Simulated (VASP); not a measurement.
# Al (I4/mmm) in VASP: further runs, part 2 of 2

VASP 6.6.1. The steps go on from the part before.

### 3 Single point, LDA (strain -0.050 along x and y, +0.000 along z)

INCAR

```
SYSTEM = Al
ALGO = Normal
EDIFF = 1E-6
ENCUT = 520
ISIF = 2
ISMEAR = 0
LASPH = .True.
LCHARG = .True.
LELF = .True.
LREAL = .False.
LVHAR = .True.
LWAVE = .False.
NBANDS = 8
NELM = 80
PREC = Accurate
SIGMA = 0.15
```

KPOINTS

```
k-points
0
Gamma
  20 20 20
  0 0 0
```

POSCAR

```
Al
1.0
    0.0000000000      1.9227810000      2.0239800000
    1.9227810000      0.0000000000      2.0239800000
    1.9227810000      1.9227810000      0.0000000000
Al
1
Direct
    0.0000000000      0.0000000000      0.0000000000
```

Potentials or basis: VASP PAW LDA potentials, release 64 (Al).

Launch:

```console
$ cat potpaw_LDA.64/Al/POTCAR > POTCAR
$ mpirun -np 1 vasp_std > vasp.out
```

OUTCAR:

```text
SYSTEM = Al
   EDIFF = 1E-6
   ENCUT = 520
   ISIF = 2
   ISMEAR = 0
   LASPH = .True.
   LREAL = .False.
   NELM = 80
   PREC = Accurate

 ion  position               nearest neighbor table
   1  0.000  0.000  0.000-

  LATTYP: Found a body centered tetragonal cell.
 ALAT       =     2.7192229677
 C/A-ratio  =     1.4886458551

  Lattice vectors:

 A1 = (  -1.9227810000,   0.0000000000,   2.0239800000)
 A2 = (   1.9227810000,   0.0000000000,   2.0239800000)
 A3 = (   0.0000000000,   1.9227810000,  -2.0239800000)

Analysis of symmetry for initial positions (statically):
=====================================================================
 Subroutine PRICEL returns:
 Original cell was already a primitive cell.

 Routine SETGRP: Setting up the symmetry group for a
 body centered tetragonal supercell.

 Subroutine GETGRP returns: Found 16 space group operations
 (whereof 16 operations were pure point group operations)
 out of a pool of 16 trial point group operations.

The static configuration has the point symmetry D_4h.

Analysis of symmetry for dynamics (positions and initial velocities):
=====================================================================
[... 156 lines left out ...]

 E-fermi :   8.8515     XC(G=0): -10.7095

 val. band max:        8.8504680132   @ k =  -0.3000   0.1000   0.0500
 cond. band min:       8.8801669726   @ k =   0.5000   0.4000   0.0500
 fundamental gap:      0.0296989594
 Fermi energy:         8.8515063602

 k-point     1 :       0.0000    0.0000    0.0000
  band No.  band energies     occupation
      1      -2.9465      2.00000
      2      21.5830      0.00000
      3      22.1926      0.00000
      4      22.1926      0.00000
      5      24.0193      0.00000
      6      24.0193      0.00000
      7      24.1766      0.00000
      8      26.2242      0.00000
[... 243 lines left out ...]
 k-point    24 :      -0.3500    0.0500    0.0000
  band No.  band energies     occupation
      1       0.9959      2.00000
      2       8.2061      2.00000
      3      17.9964      0.00000
      4      21.8184      0.00000
      5      22.3110      0.00000
      6      22.7017      0.00000
      7      25.0022      0.00000
      8      26.8190      0.00000

 [... further k-points ...]
[... 5 lines left out ...]
  --------------------------------------------------------------------------------------
  -------------------------------------------------------------------------------------
  Total        0.6395015      0.6395015      0.2585984      0.0000000      0.0000000      0.0000000
  in kB       68.4630617     68.4630617     27.6847437      0.0000000      0.0000000      0.0000000
  external PRESSURE =      54.8702890 kB  Pullay stress =       0.0000000 kB

 VOLUME and BASIS-vectors are now :
 -----------------------------------------------------------------------------
  energy-cutoff  :      520.00
  volume of cell :       14.97
      direct lattice vectors                 reciprocal lattice vectors
     0.000000000  1.922781000  2.023980000    -0.260040015  0.260040015  0.247038014
     1.922781000  0.000000000  2.023980000     0.260040015 -0.260040015  0.247038014
     1.922781000  1.922781000  0.000000000     0.260040015  0.260040015 -0.247038014

 POSITION                                       TOTAL-FORCE (eV/Angst)
 -----------------------------------------------------------------------------------
      0.00000      0.00000      0.00000        -0.000000      0.000000      0.000000
 -----------------------------------------------------------------------------------
    total drift:                                0.000000      0.000000     -0.000000

  FREE ENERGIE OF THE ION-ELECTRON SYSTEM (eV)
  ---------------------------------------------------
  free  energy   TOTEN  =        -4.1745819687 eV

  energy  without entropy=       -4.1704394911  energy(sigma->0) =       -4.17251073
```

OSZICAR:

```text
N       E                     dE             d eps       ncg     rms          rms(c)
DAV:   1    -0.262981265060E+01   -0.26298E+01   -0.96558E+02 10360   0.215E+02
DAV:   2    -0.419890675299E+01   -0.15691E+01   -0.15309E+01 14408   0.203E+01
DAV:   3    -0.420581686575E+01   -0.69101E-02   -0.68988E-02 12944   0.147E+00
DAV:   4    -0.420582748068E+01   -0.10615E-04   -0.10614E-04 16136   0.542E-02
DAV:   5    -0.420582749296E+01   -0.12275E-07   -0.13057E-07 13176   0.104E-03    0.156E+00
DAV:   6    -0.418691099964E+01    0.18916E-01   -0.20238E-03 13456   0.179E-01    0.869E-01
DAV:   7    -0.417460847793E+01    0.12303E-01   -0.51294E-03 13248   0.281E-01    0.181E-01
DAV:   8    -0.417458219095E+01    0.26287E-04   -0.18908E-05 15408   0.268E-02    0.149E-02
DAV:   9    -0.417458196872E+01    0.22223E-06   -0.11990E-07 14232   0.178E-03
   1 F= -.41745820E+01 E0= -.41725107E+01  d E =-.414248E-02
```

stdout:

```text
POSCAR found type information on POSCAR Al
 POSCAR found :  1 types and       1 ions
 scaLAPACK will be used
 LDA part: xc-table for (Slater(with rela. corr.)+CA(PZ))
 , standard interpolation
 POSCAR, INCAR and KPOINTS ok, starting setup
 FFT: planning ... GRIDC
 FFT: planning ... GRID_SOFT
 FFT: planning ... GRID
 WAVECAR not read
 entering main loop
```

Wall time 29 s (1 thread of Intel Xeon Platinum 8488C (Sapphire Rapids), shared host); peak memory 0.17 GiB.

Results:

* Free energy: -4.1746 eV
* Pressure: 5.5 GPa

Caveat: the cell differs from its parent crystal (strain -0.050 along x and y, +0.000 along z).

### 4 Single point, LDA (strain -0.025 along x and y, -0.050 along z)

INCAR

```
  ALGO = Normal
  EDIFF = 1E-6
  ENCUT = 520
  ISIF = 2
  ISMEAR = 0
  LASPH = T
  LCHARG = F
  LREAL = F
  LWAVE = F
  NBANDS = 8
  NELM = 80
  PREC = Accurate
  SIGMA = 0.15
```

KPOINTS

```
k-points
0
Gamma
  20 20 20
```

POSCAR

```
Al
1.0
    0.0000000000      1.9733805000      1.9227810000
    1.9733805000      0.0000000000      1.9227810000
    1.9733805000      1.9733805000      0.0000000000
Al
1
Direct
    0.0000000000      0.0000000000      0.0000000000
```

Launch:

```console
$ cat potpaw_LDA.64/Al/POTCAR > POTCAR
$ mpirun -np 1 vasp_std > vasp.out
```

Run time: 36 s. Hardware: 1 thread of Intel Xeon Platinum 8488C (Sapphire Rapids), shared host; peak memory 0.16 GiB.

The run converged. Its results:

| Property | Result |
| --- | --- |
| Free energy | -4.1798 eV |
| Pressure | 5.2 GPa |

Stress tensor (GPa, compression positive):
```
4.80 0.00 0.00
0.00 4.80 0.00
0.00 0.00 6.09
```

Levels at points of the mesh, in eV from the Fermi level:
| k point | band 1 | band 2 | band 3 | band 4 |
| --- | --- | --- | --- | --- |
| (0.00, 0.00, 0.00) | -11.81 | 12.99 | 12.99 | 13.29 |
| (0.50, 0.00, 0.00) | -4.97 | -4.55 | 11.55 | 11.94 |
| (0.50, 0.50, 0.00) | -2.88 | -1.30 | 5.08 | 5.64 |
| (0.50, 0.00, 0.50) | -3.29 | -1.85 | 5.40 | 6.07 |

Caveat: the cell differs from its parent crystal (strain -0.025 along x and y, -0.050 along z).

### 5 Summary

```csv
cell,gap on the mesh (eV),pressure (GPa)
"a = 2.755, b = 2.755, c = 2.719 Å, angles 60.4, 60.4, 59.1°, 1 atom",none,8.2
"a = 2.792, b = 2.792, c = 2.719 Å, angles 60.9, 60.9, 58.3°, 1 atom",none,5.5
"a = 2.755, b = 2.755, c = 2.791 Å, angles 59.6, 59.6, 60.9°, 1 atom",none,5.2
```

Alike in all rows: task single point; level LDA; potentials or basis VASP PAW LDA potentials, release 64 (Al); no spin polarisation; k mesh 20 × 20 × 20; cutoff (eV) 520; smearing gaussian 0.15 eV.

Absolute energies hang on the potentials; compare differences alone.
